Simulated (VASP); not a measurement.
# Au (Fm-3m) in VASP: a series of runs

Runs on Au. Level: PBE. Tasks: single point, relaxation of cell and atoms.

Program: VASP 6.6.1. These are calculated values, not measurements. Logs are shortened: lines on timing, memory, paths and dates and some standing lists are left out, and cuts for length are marked.

## (1) The cell of the first run

Symmetry: Fm-3m, No. 225, cubic system. Conventional cell: a = 4.157 Å, b = 4.157 Å, c = 4.157 Å, α = 90.00°, β = 90.00°, γ = 90.00°. Within 3.9 Å of Au (site symmetry m-3m) lie 12 Au at 2.94 Å.

## (2) Single point, PBE

Contents of INCAR:

```
SYSTEM = Au
PREC = Accurate ; ENCUT = 520
EDIFF = 1E-7 ; ISMEAR = -1
SIGMA = 0.0559 ; LREAL = .FALSE.
LASPH = .TRUE. ; NELM = 60
ALGO = Normal ; ISIF = 2
LWAVE = .FALSE. ; LCHARG = .FALSE.
GGA = PE ; NBANDS = 12
```

Contents of KPOINTS:

```
regular mesh
0
G
  14 14 14
  0 0 0
```

Contents of POSCAR:

```
Au
1.0
    0.0000000000      2.0787136316      2.0787136316
    2.0787136316      0.0000000000      2.0787136316
    2.0787136316      2.0787136316      0.0000000000
Au
1
Direct
    0.0000000000      0.0000000000      0.0000000000
```

Potentials or basis: VASP PAW PBE potentials, release 64 (Au).

The run is started by

```console
cat potpaw_PBE.64/Au/POTCAR > POTCAR
mpirun -np 1 vasp_std > vasp.out
```

OUTCAR:

```text
SYSTEM = Au
   PREC = Accurate
   ENCUT = 520
   EDIFF = 1E-7
   ISMEAR = -1
   LREAL = .FALSE.
   LASPH = .TRUE.
   NELM = 60
   ISIF = 2
   GGA = PE

 ion  position               nearest neighbor table
   1  0.000  0.000  0.000-

  LATTYP: Found a face centered cubic cell.
 ALAT       =     4.1574272632

  Lattice vectors:

 A1 = (   0.0000000000,   2.0787136316,   2.0787136316)
 A2 = (   2.0787136316,   0.0000000000,   2.0787136316)
 A3 = (   2.0787136316,   2.0787136316,   0.0000000000)

Analysis of symmetry for initial positions (statically):
=====================================================================
 Subroutine PRICEL returns:
 Original cell was already a primitive cell.

 Routine SETGRP: Setting up the symmetry group for a
 face centered cubic supercell.

 Subroutine GETGRP returns: Found 48 space group operations
 (whereof 48 operations were pure point group operations)
 out of a pool of 48 trial point group operations.

The static configuration has the point symmetry O_h .

Analysis of symmetry for dynamics (positions and initial velocities):
=====================================================================
 Subroutine PRICEL returns:
 Original cell was already a primitive cell.

 Routine SETGRP: Setting up the symmetry group for a
 face centered cubic supercell.

 Subroutine GETGRP returns: Found 48 space group operations
 (whereof 48 operations were pure point group operations)
 out of a pool of 48 trial point group operations.

The dynamic configuration has the point symmetry O_h .

 Subroutine INISYM returns: Found 48 space group operations
 (whereof 48 operations are pure point group operations),
 and found     1 'primitive' translations

----------------------------------------------------------------------------------------

                                     Primitive cell

  volume of cell :      17.9645

  direct lattice vectors                    reciprocal lattice vectors
     0.000000000  2.078713632  2.078713632    -0.240533372  0.240533372  0.240533372
     2.078713632  0.000000000  2.078713632     0.240533372 -0.240533372  0.240533372
     2.078713632  2.078713632  0.000000000     0.240533372  0.240533372 -0.240533372

  length of vectors
     2.939745010  2.939745010  2.939745010     0.416616022  0.416616022  0.416616022

  position of ions in fractional coordinates (direct lattice)
     0.000000000  0.000000000  0.000000000

  ion indices of the primitive-cell ions
   primitive index   ion index
                 1           1

----------------------------------------------------------------------------------------

 KPOINTS: regular mesh

Automatic generation of k-mesh.
 Grid dimensions read from file:
 generate k-points for:   14   14   14

 Generating k-lattice:

  Cartesian coordinates                     Fractional coordinates (reciprocal lattice)
    -0.017180955  0.017180955  0.017180955     0.071428571  0.000000000  0.000000000
     0.017180955 -0.017180955  0.017180955     0.000000000  0.071428571  0.000000000
     0.017180955  0.017180955 -0.017180955     0.000000000  0.000000000  0.071428571

  Length of vectors
     0.029758287  0.029758287  0.029758287

  Shift w.r.t. Gamma in fractional coordinates (k-lattice)
     0.000000000  0.000000000  0.000000000

 Subroutine IBZKPT returns following result:
 ===========================================

 Found    104 irreducible k-points:

 Following reciprocal coordinates:
            Coordinates               Weight
  0.000000  0.000000  0.000000      1.000000
  0.071429  0.000000  0.000000      8.000000
  0.142857  0.000000  0.000000      8.000000
  0.214286  0.000000  0.000000      8.000000
  0.285714  0.000000  0.000000      8.000000
  0.357143  0.000000  0.000000      8.000000
[... 16 lines left out ...]
  0.214286  0.142857  0.000000     24.000000
  0.285714  0.142857  0.000000     24.000000
 [... further k-points ...]
   k-points           NKPTS =    104   k-points in BZ     NKDIM =    104   number of bands    NBANDS=     12
   number of dos      NEDOS =    301   number of ions     NIONS =      1
   total plane-waves  NPLWV =  13824
   dimension x,y,z NGX =    24 NGY =   24 NGZ =   24
   dimension x,y,z NGXF=    48 NGYF=   48 NGZF=   48
   ions per type =               1
   NGX,Y,Z   is equivalent  to a cutoff of  13.57, 13.57, 13.57 a.u.
   NGXF,Y,Z  is equivalent  to a cutoff of  27.14, 27.14, 27.14 a.u.
 SYSTEM =  Au
   PREC   = accura    normal or accurate (medium, high low for compatibility)
   ISTART =      0    job   : 0-new  1-cont  2-samecut
   ICHARG =      2    charge: 1-file 2-atom 10-const
   ISPIN  =      1    spin polarized calculation?
   LNONCOLLINEAR =      F non collinear calculations
   LSORBIT =      F    spin-orbit coupling
   LASPH  =      T    aspherical Exc in radial PAW
   ENCUT  =  520.0 eV  38.22 Ry    6.18 a.u.   5.47  5.47  5.47*2*pi/ulx,y,z
   NELM   =     60;   NELMIN=  2; NELMDL= -5     # of ELM steps
   EDIFF  = 0.1E-06   stopping-criterion for ELM
   LREAL  =      F    real-space projection
   EDIFFG = 0.1E-05   stopping-criterion for IOM
   NSW    =      0    number of steps for IOM
   IBRION =     -1    ionic relax: 0-MD 1-quasi-New 2-CG
   NFREE  =      0    steps in history (QN), initial steepest desc. (CG)
   ISIF   =      2    stress and relaxation
   ISYM   =      2    0-nonsym 1-usesym 2-fastsym
   POTIM  = 0.5000    time-step for ionic-motion
   TEBEG  =    0.0;   TEEND  =   0.0 temperature during run
   PSTRESS=    0.0 pullay stress
   NELECT =      11.0000    total number of electrons
   NUPDOWN=      -1.0000    fix difference up-down
   EMIN   =  10.00;   EMAX   =-10.00  energy-range for DOS
   EFERMI =   0.00;   METHOD = LEGACY
   ISMEAR =    -1;   SIGMA  =   0.06  broadening in eV -4-tet -1-fermi 0-gaus
   EFERMI_NEDOS =   21; number of points for ismear=-14 and -15
   IALGO  =     38    algorithm
   IMIX   =      4    mixing-type and parameters
     AMIX     =   0.40;   BMIX     =  1.00
     AMIX_MAG =   1.60;   BMIX_MAG =  1.00
  volume/ion in A,a.u.               =      17.96       121.23
  Fermi-wavevector in a.u.,A,eV,Ry     =   1.390169  2.627039 26.294225  1.932571
  Thomas-Fermi vector in A             =   2.514130
   LORBIT       =      0    0 simple, 1 ext, 2 COOP (PROOUT), +10 PAW based schemes
   GGA     = PE    functional components
   LHFCALC =     F    Hartree Fock is set to
   AEXX    =    0.0000 exact exchange contribution
   IVDW    =     0    specifies the selected vdW correction
   LEPSILON=     F    determine dielectric tensor
   LRPA    =     F    only Hartree local field effects (RPA)
 non-spin polarized calculation
  energy-cutoff  :      520.00
  volume of cell :       17.96
 maximum number of plane-waves:       531
 NGX is ok and might be reduce to    24
   NGX = 11   NGY = 11   NGZ = 11

 number of electron      11.0000002 magnetization

 Free energy of the ion-electron system (eV)
  ---------------------------------------------------
  ext. energy  EPLUGINS =         0.00000000
  ---------------------------------------------------
  free energy    TOTEN  =        -3.21950020 eV

  energy without entropy =       -3.21609189  energy(sigma->0) =       -3.21779605

 E-fermi :   8.5488     XC(G=0): -12.4035

 val. band max:        8.4582946384   @ k =   0.5000   0.0714   0.0000
 cond. band min:       8.6024369952   @ k =   0.5000   0.3571   0.1429
 fundamental gap:      0.1441423567
 Fermi energy:         8.5488370717

 k-point     1 :       0.0000    0.0000    0.0000
  band No.  band energies     occupation
      1      -0.6916      2.00000
      2       4.1979      2.00000
      3       4.1979      2.00000
      4       4.1979      2.00000
      5       5.5774      2.00000
      6       5.5774      2.00000
      7      23.2000      0.00000
      8      26.8963      0.00000
      9      26.8963      0.00000
     10      26.8963      0.00000
     11      31.6358      0.00000
     12      35.7196      0.00000

 k-point     2 :       0.0714    0.0000    0.0000
  band No.  band energies     occupation
      1      -0.5222      2.00000
      2       4.1467      2.00000
      3       4.2538      2.00000
      4       4.2538      2.00000
      5       5.5537      2.00000
      6       5.5537      2.00000
      7      23.3777      0.00000
      8      25.7934      0.00000
      9      27.0791      0.00000
     10      27.0791      0.00000
     11      32.3368      0.00000
     12      34.2092      0.00000

 k-point     3 :       0.1429    0.0000    0.0000
  band No.  band energies     occupation
      1      -0.0369      2.00000
      2       4.0346      2.00000
      3       4.3829      2.00000
      4       4.3829      2.00000
      5       5.5243      2.00000
      6       5.5243      2.00000
      7      23.2125      0.00000
      8      24.2099      0.00000
      9      27.5561      0.00000
     10      27.5561      0.00000
     11      30.9710      0.00000
     12      33.0974      0.00000
[... 286 lines left out ...]
 k-point    23 :       0.2143    0.1429    0.0000
  band No.  band energies     occupation
      1       0.7357      2.00000
      2       3.6172      2.00000
      3       4.6736      2.00000
      4       4.7637      2.00000
      5       5.1535      2.00000
      6       5.8738      2.00000
      7      22.9973      0.00000
      8      24.6307      0.00000
      9      25.1127      0.00000
     10      26.4618      0.00000
     11      29.0034      0.00000
     12      32.7657      0.00000

 k-point    24 :       0.2857    0.1429    0.0000
  band No.  band energies     occupation
      1       1.4390      2.00000
      2       3.5471      2.00000
      3       4.4660      2.00000
      4       4.8321      2.00000
      5       5.6339      2.00000
      6       6.0958      2.00000
      7      20.2582      0.00000
      8      24.5141      0.00000
      9      24.5530      0.00000
     10      26.4821      0.00000
     11      29.0465      0.00000
     12      32.6618      0.00000

 [... further k-points ...]
[... 5 lines left out ...]
  --------------------------------------------------------------------------------------
  -------------------------------------------------------------------------------------
  Total       -0.0290787     -0.0290787     -0.0290787      0.0000000     -0.0000000      0.0000000
  in kB       -2.5934136     -2.5934136     -2.5934136      0.0000000     -0.0000000      0.0000000
  external PRESSURE =      -2.5934136 kB  Pullay stress =       0.0000000 kB

 VOLUME and BASIS-vectors are now :
 -----------------------------------------------------------------------------
  energy-cutoff  :      520.00
  volume of cell :       17.96
      direct lattice vectors                 reciprocal lattice vectors
     0.000000000  2.078713632  2.078713632    -0.240533372  0.240533372  0.240533372
     2.078713632  0.000000000  2.078713632     0.240533372 -0.240533372  0.240533372
     2.078713632  2.078713632  0.000000000     0.240533372  0.240533372 -0.240533372

 POSITION                                       TOTAL-FORCE (eV/Angst)
 -----------------------------------------------------------------------------------
      0.00000      0.00000      0.00000         0.000000      0.000000      0.000000
 -----------------------------------------------------------------------------------
    total drift:                               -0.000000      0.000000      0.000000

  FREE ENERGIE OF THE ION-ELECTRON SYSTEM (eV)
  ---------------------------------------------------
  free  energy   TOTEN  =        -3.2195002021 eV

  energy  without entropy=       -3.2160918939  energy(sigma->0) =       -3.21779605
```

Run time: 10 s. Hardware: 1 thread of Intel Xeon 6975P-C (Granite Rapids), shared host; peak memory 0.15 GiB.

What came out:

| Property | Result |
| --- | --- |
| Free energy | -3.2195 eV |
| Pressure | -0.3 GPa |

Levels at points of the mesh, in eV from the Fermi level:
```
           k point  band 4  band 5  band 6  band 7  band 8  band 9
(0.00, 0.00, 0.00)   -4.35   -2.97   -2.97   14.65   18.35   18.35
(0.50, 0.00, 0.00)   -1.88   -1.88   -0.64    2.86   14.09   16.80
(0.50, 0.50, 0.00)   -1.59   -1.59    1.24    5.43    9.93    9.93
```

Caveat: spin-orbit coupling is left out, which moves the levels of the heavy elements.

## (3) Relaxation of cell and atoms, PBE

This run uses another cell than the first one, of 17.56 Å³/atom, 0.977 times its volume.

Contents of INCAR:

```
SYSTEM = Au
PREC = Accurate ; ENCUT = 600
EDIFF = 1E-7 ; ISMEAR = -1
SIGMA = 0.0559 ; LREAL = .FALSE.
LASPH = .TRUE. ; NELM = 100
ALGO = Normal ; ISIF = 3
LWAVE = .FALSE. ; LCHARG = .FALSE.
GGA = PE ; IBRION = 2
NSW = 80 ; EDIFFG = -0.03
```

Contents of KPOINTS:

```
Automatic mesh
0
G
  14 14 14
  0 0 0
```

Contents of POSCAR:

```
Au
1.0
    0.0000000000      2.0629060000      2.0629060000
    2.0629060000      0.0000000000      2.0629060000
    2.0629060000      2.0629060000      0.0000000000
Au
1
Direct
    0.0000000000      0.0000000000      0.0000000000
```

Potentials or basis: VASP PAW PBE potentials, release 64 (Au).

The run is started by

```console
cat potpaw_PBE.64/Au/POTCAR > POTCAR
mpirun -np 1 vasp_std > vasp.out
```

Wall time 22 s (1 thread of Intel Xeon 6975P-C (Granite Rapids), shared host); peak memory 0.16 GiB.

Results (log left out):

| Property | Result |
| --- | --- |
| Free energy | -3.2193 eV |
| Relaxed volume | 17.94 Å³/atom |
| Relaxed cell | a = 2.939 Å, b = 2.939 Å, c = 2.939 Å, α = 60.00°, β = 60.00°, γ = 60.00° |
| Space group after relaxing (to 0.05 Å) | Fm-3m (No. 225) |
| Energy gained by relaxing | 3.7 meV/atom |
| Ionic steps | 3 |
| Pressure after relaxing | 0.0 GPa |

Step by step:
```tsv
step	energy change (eV)	largest force (eV/Å)	pressure (GPa)	volume (Å³)
1	0.0000	0.0000	3.22	17.56
2	0.0026	0.0000	-3.70	18.47
3	-0.0037	0.0000	-0.01	17.94
```

Final structure:
```
Au
1.0
     0.00000    2.07786    2.07786
     2.07786    0.00000    2.07786
     2.07786    2.07786    0.00000
Au
1
Cartesian
  0.0000 0.0000 0.0000
```

Levels at points of the mesh, in eV from the Fermi level:
```tsv
k point	band 4	band 5	band 6	band 7	band 8	band 9
(0.00, 0.00, 0.00)	-4.36	-2.97	-2.97	14.65	18.35	18.35
(0.50, 0.00, 0.00)	-1.88	-1.88	-0.65	2.87	14.09	16.81
(0.50, 0.50, 0.00)	-1.59	-1.59	1.24	5.44	9.93	9.93
```

Caveat: spin-orbit coupling is left out, which moves the levels of the heavy elements.

## (4) Single point, PBE

This run uses another cell than the first one, of 17.56 Å³/atom, 0.977 times its volume.

Contents of INCAR:

```
SYSTEM = Au
  ALGO = Normal
  EDIFF = 1E-6
  ENCUT = 500
  GGA = PE
  GGA_COMPAT = .FALSE.
  ISIF = 2
  ISMEAR = -1
  LASPH = .TRUE.
  LCHARG = .TRUE.
  LELF = .TRUE.
  LREAL = .FALSE.
  LVHAR = .TRUE.
  LWAVE = .FALSE.
  NBANDS = 12
  NELM = 120
  PREC = Accurate
  SIGMA = 0.0559
```

Contents of KPOINTS:

```
k-points
0
G
  14 14 14
  0 0 0
```

POSCAR is that of step 3.

The run is started by

```console
cat potpaw_PBE.64/Au/POTCAR > POTCAR
mpirun -np 1 vasp_std > vasp.out
```

It took 13 s on 1 thread of Intel Xeon 6975P-C, shared host; peak memory 0.15 GiB.

The run converged. Its results:

```yaml
Free_energy: -3.2157 eV
Pressure: 3.1 GPa
```

Levels at points of the mesh, in eV from the Fermi level:
```tsv
k point	band 3	band 4	band 5	band 6	band 7	band 8	band 9	band 10
(0.00, 0.00, 0.00)	-4.47	-4.47	-3.04	-3.04	14.62	18.45	18.45	18.45
(0.50, 0.00, 0.00)	-4.51	-1.90	-1.90	-0.75	2.97	14.07	16.97	16.97
(0.50, 0.50, 0.00)	-1.94	-1.59	-1.59	1.17	5.60	9.99	9.99	16.95
```

Caveat: spin-orbit coupling is left out, which moves the levels of the heavy elements.

## (5) Overview

| task | cell | cutoff (eV) | gap on the mesh (eV) | pressure (GPa) |
| --- | --- | --- | --- | --- |
| single point | a = 2.940 Å, angles 60.0°, 1 atom | 520 | none | -0.3 |
| relaxation of cell and atoms | relaxed from a = 2.917 Å, angles 60.0°, 1 atom | 600 | none | 0.0 |
| single point | a = 2.917 Å, angles 60.0°, 1 atom | 500 | none | 3.1 |

Alike in all rows: level PBE; potentials or basis VASP PAW PBE potentials, release 64 (Au); no spin polarisation; k mesh 14 × 14 × 14; smearing fermi-dirac 0.0559 eV.

Caveats: spin-orbit coupling is left out, which moves the levels of the heavy elements.

Total energies depend on the potentials used, so only differences within one code and one set of settings carry meaning.
